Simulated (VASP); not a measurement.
# Ti9Ni7 in VASP: notebook

Ti9Ni7 is run at these levels: PBE; tasks: single point.

All numbers are computed with VASP 6.6.1; they aren't measurements. Logs are shortened: lines on timing, memory, paths and dates and some standing lists are left out, and cuts for length are marked.

## Step 1: The cell of the first run

The cell holds a disordered packing, 16 atoms: a = 6.118 Å, b = 6.259 Å, c = 6.545 Å, α = 84.50°, β = 89.59°, γ = 89.29°.

## Step 2: Single point, PBE

Contents of INCAR:

```
  PREC = Accurate
  ENCUT = 400
  EDIFF = 1E-6
  ISMEAR = -1
  SIGMA = 0.2309
  LREAL = Auto
  LASPH = T
  NELM = 120
  ALGO = Normal
  ISIF = 2
  LWAVE = F
  LCHARG = F
  GGA = PE
  ISYM = -1
  NBANDS = 103
  GGA_COMPAT = F
```

Contents of KPOINTS:

```
explicit points
1
Reciprocal
  0.25000000   0.25000000   0.25000000 1
```

Contents of POSCAR:

```
Ti9Ni7
1.0
    6.1173580000      0.0376560000      0.0215690000
    0.0376560000      6.2512350000      0.3066880000
    0.0215690000      0.3066880000      6.5379140000
Ti Ni
9 7
Direct
    0.7254832265      0.3622532958      0.3279414984
    0.4708066902      0.5231176607      0.5538230178
    0.1671509087     -0.0564502813      0.5991813820
    0.7522538788      0.9200702356      0.3043512251
    0.3123655926      0.2598092589      0.9314509497
    0.6155719505      0.0091186819      0.6777148091
    0.4771600475      0.6865130442      0.9002657151
    0.9071356010      0.5297470249      0.7539348081
    0.0588930819      0.8685876203      0.9846260344
    0.0627542240      0.1727306233      0.2329083932
    0.4306544882      0.1597787267      0.3744584274
   -0.0128613907      0.6139472744      0.3747476864
    0.3451520398      0.8451686846      0.2534070228
    0.0800179646      0.2703854551      0.6105906438
    0.2753155199      0.4905469654      0.1914954605
    0.7208887386      0.1554878562      0.0136982363
```

Potentials or basis: VASP PAW PBE potentials, release 64 (Ti_sv, Ni).

The run is started by

```
cat potpaw_PBE.64/Ti_sv/POTCAR potpaw_PBE.64/Ni/POTCAR > POTCAR
mpirun -np 1 vasp_std > vasp.out
```

OUTCAR:

```text
PREC = Accurate
   ENCUT = 400
   EDIFF = 1E-6
   ISMEAR = -1
   LREAL = Auto
   LASPH = T
   NELM = 120
   ISIF = 2
   GGA = PE
   ISYM = -1

 ion  position               nearest neighbor table
   1  0.725  0.362  0.328-  11 2.22  12 2.30   2 2.42  10 2.47  16 2.53   4 2.79  14 2.88  15 2.98

   2  0.471  0.523  0.554-   1 2.42   7 2.58  11 2.67  15 2.69  13 2.78  14 2.89
   3  0.167  0.944  0.599-  14 2.12  11 2.50   9 2.60  13 2.63  10 2.75   6 2.84  12 2.88
   4  0.752  0.920  0.304-  16 2.30  12 2.39  10 2.50  11 2.53  13 2.57   6 2.68   1 2.79   9 2.84

   5  0.312  0.260  0.931-  15 2.34  10 2.51  14 2.54  16 2.62   7 2.85   9 2.91  11 3.00
   6  0.616  0.009  0.678-  11 2.40   7 2.53  16 2.55   4 2.68   3 2.84
   7  0.477  0.687  0.900-  15 2.49   6 2.53   2 2.58  13 2.72   5 2.85   9 2.86
   8  0.907  0.530  0.754-  14 2.21  12 2.53   9 2.88  16 2.99
   9  0.059  0.869  0.985-  13 2.48   3 2.60  10 2.62  16 2.74   4 2.84   7 2.86   8 2.88   5 2.91
                            12 2.91  15 2.92
  10  0.063  0.173  0.233-  15 2.38  11 2.44   1 2.47   4 2.50   5 2.51  16 2.55  14 2.61   9 2.62
                            13 2.66   3 2.75  12 3.03
  11  0.431  0.160  0.374-   1 2.22  13 2.26   6 2.40  10 2.44  15 2.47   3 2.50   4 2.53   2 2.67
                            14 2.76  16 2.95   5 3.00
  12  0.987  0.614  0.375-  15 2.29   1 2.30   4 2.39   8 2.53  14 2.58  13 2.71   3 2.88   9 2.91
                            10 3.03
  13  0.345  0.845  0.253-  11 2.26  15 2.34   9 2.48   4 2.57   3 2.63  10 2.66  12 2.71   7 2.72
                             2 2.78
  14  0.080  0.270  0.611-   3 2.12   8 2.21   5 2.54  12 2.58  10 2.61  11 2.76   1 2.88   2 2.89

  15  0.275  0.491  0.191-  12 2.29  13 2.34   5 2.34  10 2.38  11 2.47   7 2.49   2 2.69   9 2.92
                             1 2.98
  16  0.721  0.155  0.014-   4 2.30   1 2.53   6 2.55  10 2.55   5 2.62   9 2.74  11 2.95   8 2.99

IMPORTANT INFORMATION: All symmetrisations will be switched off!
NOSYMM: (Re-)initialisation of all symmetry stuff for point group C_1.

----------------------------------------------------------------------------------------

                                     Primitive cell

  volume of cell :     249.4296

  direct lattice vectors                    reciprocal lattice vectors
     6.117358000  0.037656000  0.021569000     0.163476918 -0.000960498 -0.000494265
     0.037656000  6.251235000  0.306688000    -0.000960498  0.160343031 -0.007518387
     0.021569000  0.306688000  6.537914000    -0.000494265 -0.007518387  0.153308297

  length of vectors
     6.117511920  6.258866873  6.545138824     0.163480486  0.160522074  0.153493336

  position of ions in fractional coordinates (direct lattice)
     0.725483227  0.362253296  0.327941498
     0.470806690  0.523117661  0.553823018
     0.167150909  0.943549719  0.599181382
     0.752253879  0.920070236  0.304351225
     0.312365593  0.259809259  0.931450950
     0.615571950  0.009118682  0.677714809
[... 8 lines left out ...]
     0.275315520  0.490546965  0.191495461
     0.720888739  0.155487856  0.013698236

  ion indices of the primitive-cell ions
   primitive index   ion index
                 1           1
                 2           2
                 3           3
                 4           4
                 5           5
                 6           6
[... 8 lines left out ...]
                15          15
                16          16

----------------------------------------------------------------------------------------

 KPOINTS: explicit points

Read explicit list of k-points.

 Found      1 k-points:

 Following reciprocal coordinates:
            Coordinates               Weight
  0.250000  0.250000  0.250000      1.000000
   k-points           NKPTS =      1   k-points in BZ     NKDIM =      1   number of bands    NBANDS=    103
   number of dos      NEDOS =    301   number of ions     NIONS =     16
   total plane-waves  NPLWV =  80640
   dimension x,y,z NGX =    40 NGY =   42 NGZ =   48
   dimension x,y,z NGXF=    80 NGYF=   84 NGZF=   96
   ions per type =               9   7
   NGX,Y,Z   is equivalent  to a cutoff of  10.87, 11.16, 12.19 a.u.
   NGXF,Y,Z  is equivalent  to a cutoff of  21.74, 22.31, 24.38 a.u.
 SYSTEM =  unknown system
   PREC   = accura    normal or accurate (medium, high low for compatibility)
   ISTART =      0    job   : 0-new  1-cont  2-samecut
   ICHARG =      2    charge: 1-file 2-atom 10-const
   ISPIN  =      1    spin polarized calculation?
   LNONCOLLINEAR =      F non collinear calculations
   LSORBIT =      F    spin-orbit coupling
   LASPH  =      T    aspherical Exc in radial PAW
   ENCUT  =  400.0 eV  29.40 Ry    5.42 a.u.   9.98 10.21 10.67*2*pi/ulx,y,z
   NELM   =    120;   NELMIN=  2; NELMDL= -5     # of ELM steps
   EDIFF  = 0.1E-05   stopping-criterion for ELM
   LREAL  =      T    real-space projection
   EDIFFG = 0.1E-04   stopping-criterion for IOM
   NSW    =      0    number of steps for IOM
   IBRION =     -1    ionic relax: 0-MD 1-quasi-New 2-CG
   NFREE  =      0    steps in history (QN), initial steepest desc. (CG)
   ISIF   =      2    stress and relaxation
   ISYM   =     -1    0-nonsym 1-usesym 2-fastsym
   POTIM  = 0.5000    time-step for ionic-motion
   TEBEG  =    0.0;   TEEND  =   0.0 temperature during run
   PSTRESS=    0.0 pullay stress
   NELECT =     178.0000    total number of electrons
   NUPDOWN=      -1.0000    fix difference up-down
   EMIN   =  10.00;   EMAX   =-10.00  energy-range for DOS
   EFERMI =   0.00;   METHOD = LEGACY
   ISMEAR =    -1;   SIGMA  =   0.23  broadening in eV -4-tet -1-fermi 0-gaus
   EFERMI_NEDOS =   21; number of points for ismear=-14 and -15
   IALGO  =     38    algorithm
   IMIX   =      4    mixing-type and parameters
     AMIX     =   0.40;   BMIX     =  1.00
     AMIX_MAG =   1.60;   BMIX_MAG =  1.00
  volume/ion in A,a.u.               =      15.59       105.20
  Fermi-wavevector in a.u.,A,eV,Ry     =   1.462959  2.764592 29.119859  2.140249
  Thomas-Fermi vector in A             =   2.579111
   LORBIT       =      0    0 simple, 1 ext, 2 COOP (PROOUT), +10 PAW based schemes
   GGA     = PE    functional components
   LHFCALC =     F    Hartree Fock is set to
   AEXX    =    0.0000 exact exchange contribution
   IVDW    =     0    specifies the selected vdW correction
   LEPSILON=     F    determine dielectric tensor
   LRPA    =     F    only Hartree local field effects (RPA)
 non-spin polarized calculation
  energy-cutoff  :      400.00
  volume of cell :      249.43
 maximum number of plane-waves:      4517
 NGX is ok and might be reduce to    40
   NGX = 19   NGY = 21   NGZ = 21

 number of electron     177.9999978 magnetization

 Free energy of the ion-electron system (eV)
  ---------------------------------------------------
  ext. energy  EPLUGINS =         0.00000000
  ---------------------------------------------------
  free energy    TOTEN  =      -108.83474727 eV

  energy without entropy =     -105.35034939  energy(sigma->0) =     -107.09254833

 E-fermi :   7.8609     XC(G=0): -11.6117

 val. band max:        7.8198596748   @ k =   0.2500   0.2500   0.2500
 cond. band min:       7.8683252513   @ k =   0.2500   0.2500   0.2500
 fundamental gap:      0.0484655765
 Fermi energy:         7.8608746062

 k-point     1 :       0.2500    0.2500    0.2500
  band No.  band energies     occupation
      1     -49.1816      2.00000
      2     -49.0841      2.00000
      3     -49.0131      2.00000
      4     -48.9793      2.00000
      5     -48.9660      2.00000
      6     -48.9354      2.00000
[... 93 lines left out ...]
    100       8.9457      0.01806
    101       9.0454      0.01176
 [bands above 101 left out]

------------------------ aborting loop because EDIFF is reached ----------------------------------------

  FORCE on cell =-STRESS in cart. coord.  units (eV):
  Direction    XX          YY          ZZ          XY          YZ          ZX
  --------------------------------------------------------------------------------------
  -------------------------------------------------------------------------------------
  Total       -5.8208803      6.7838539      0.6884107      1.4746321      8.3969922     -4.7182854
  in kB      -37.3896410     43.5751720      4.4219136      9.4721010     53.9369487    -30.3072709
  external PRESSURE =       3.5358149 kB  Pullay stress =       0.0000000 kB

 VOLUME and BASIS-vectors are now :
 -----------------------------------------------------------------------------
  energy-cutoff  :      400.00
  volume of cell :      249.43
      direct lattice vectors                 reciprocal lattice vectors
     6.117358000  0.037656000  0.021569000     0.163476918 -0.000960498 -0.000494265
     0.037656000  6.251235000  0.306688000    -0.000960498  0.160343031 -0.007518387
     0.021569000  0.306688000  6.537914000    -0.000494265 -0.007518387  0.153308297

 POSITION                                       TOTAL-FORCE (eV/Angst)
 -----------------------------------------------------------------------------------
      4.45875      2.39243      2.27080         1.114496      0.542432     -1.284406
      2.91174      3.45771      3.79144        -1.089594      0.926850      0.186966
      1.07098      6.08841      4.21038         0.029497     -2.921977     -1.108306
      4.64302      5.87324      2.28822        -0.190254     -1.632973      0.064303
      1.94073      1.92156      6.17616         0.266612     -0.987945     -0.194059
      3.78063      0.28803      4.44692         1.492510      0.950607      0.605854
[... 8 lines left out ...]
      1.70681      3.13562      1.40836         0.355349      0.221555      0.147653
      4.41609      1.00334      0.15279        -0.048173      0.466323     -1.017392
 -----------------------------------------------------------------------------------
    total drift:                               -0.004222     -0.003871     -0.004990

  FREE ENERGIE OF THE ION-ELECTRON SYSTEM (eV)
  ---------------------------------------------------
  free  energy   TOTEN  =      -108.8347472728 eV

  energy  without entropy=     -105.3503493892  energy(sigma->0) =     -107.09254833
```

Run time: 3.2 min. Hardware: 1 thread of Intel Xeon Platinum 8375C at 2.90GHz (Ice Lake), shared host; peak memory 0.26 GiB.

What came out:

```yaml
Free_energy: -108.8347 eV
Pressure: 0.4 GPa
Largest_force: 3.125 eV/Å
```

Forces on the atoms (eV/Å):
```
Ti   1.114  0.542 -1.284
Ti  -1.090  0.927  0.187
Ti   0.029 -2.922 -1.108
Ti  -0.190 -1.633  0.064
Ti   0.267 -0.988 -0.194
Ti   1.493  0.951  0.606
Ti   0.144  0.174  1.607
Ti  -0.837  0.759  0.774
Ti  -0.840 -0.056  0.762
Ni  -0.117 -0.387  0.188
Ni  -1.041  0.646 -0.407
Ni   0.842  0.631  0.358
Ni  -0.261 -0.157 -0.105
Ni   0.180  0.825 -0.577
Ni   0.355  0.222  0.148
Ni  -0.048  0.466 -1.017
```

Levels at points of the mesh, in eV from the Fermi level:
| k point | band 87 | band 88 | band 89 | band 90 | band 91 | band 92 |
| --- | --- | --- | --- | --- | --- | --- |
| (0.25, 0.25, 0.25) | -0.28 | -0.16 | -0.04 | 0.01 | 0.13 | 0.29 |

Caveat: the atoms stand as in a frame of molecular dynamics.

## Step 3: Single point, PBE

Contents of INCAR:

```
PREC = Accurate
ENCUT = 400
EDIFF = 1E-6
ISMEAR = -1
SIGMA = 0.2309
LREAL = Auto
LASPH = True
NELM = 120
ALGO = Normal
ISIF = 2
LWAVE = False
LCHARG = False
GGA = PE
NBANDS = 103
ISYM = -1
GGA_COMPAT = False
```

KPOINTS is that of step 2.

Contents of POSCAR:

```
Ti9Ni7
1.0
    6.1173580000      0.0376560000      0.0215690000
    0.0376560000      6.2512350000      0.3066880000
    0.0215690000      0.3066880000      6.5379140000
Ti Ni
9 7
Direct
    0.7484655673      0.4100596250      0.3104904684
    0.3945840752      0.6418405184      0.5957997354
    0.0614324700     -0.0825788706      0.5955388694
    0.6845691814      0.8667815294      0.3191022448
    0.3797075472      0.2447946098      0.9120966594
    0.6409800247      0.0089667382      0.6842721869
    0.5129226133      0.7580728306      0.9877953323
    0.8348267223      0.5441695282      0.7625214033
   -0.0019735496      0.8551570681      0.9610141945
    0.0686801694      0.1603007146      0.1954440410
    0.3976448377      0.1907160587      0.4407977639
   -0.0048342877      0.6172660833      0.3902033845
    0.3165700613      0.8303765917      0.2740016715
    0.0103227449      0.2597130941      0.6036124763
    0.3063291017      0.4198235901      0.2143512335
    0.6923542300      0.1782276681      0.0550777090
```

Potentials or basis: VASP PAW PBE potentials, release 64 (Ti_sv, Ni).

The run is started by

```
cat potpaw_PBE.64/Ti_sv/POTCAR potpaw_PBE.64/Ni/POTCAR > POTCAR
mpirun -np 1 vasp_std > vasp.out
```

Run time: 3 min. Hardware: 1 thread of Intel Xeon Platinum 8375C at 2.90GHz (Ice Lake), shared host; peak memory 0.26 GiB.

It converged, with:

```
Free energy   : -107.1239 eV
Pressure      : 2.3 GPa
Largest force : 4.612 eV/Å
```

Forces on the atoms (eV/Å):
```
Ti  -1.526 -1.152 -0.163
Ti  -0.185 -1.993  0.440
Ti   1.183 -0.409 -1.851
Ti   1.401  1.090  0.569
Ti  -2.548  0.128 -0.836
Ti   0.923  1.011 -0.181
Ti  -0.642 -1.440 -0.712
Ti  -0.748 -0.478  0.080
Ti   0.211  0.736  2.434
Ni  -0.822 -1.150  0.293
Ni   0.307 -2.388  2.037
Ni   1.936  0.566  0.042
Ni  -1.429  0.905 -0.125
Ni   0.533  0.994  0.190
Ni  -0.114  4.346 -1.540
Ni   1.519 -0.766 -0.678
```

Stress tensor (GPa, compression positive):
```
1.00 0.59 2.76
0.59 1.70 1.59
2.76 1.59 4.14
```

Levels at points of the mesh, in eV from the Fermi level:
| k point | band 87 | band 88 | band 89 | band 90 | band 91 | band 92 |
| --- | --- | --- | --- | --- | --- | --- |
| (0.25, 0.25, 0.25) | -0.17 | -0.11 | -0.01 | 0.05 | 0.12 | 0.23 |

Caveat: the atoms stand as in a frame of molecular dynamics. Spin polarisation is off, so any magnetic state and its effect on volume and gap are missing.
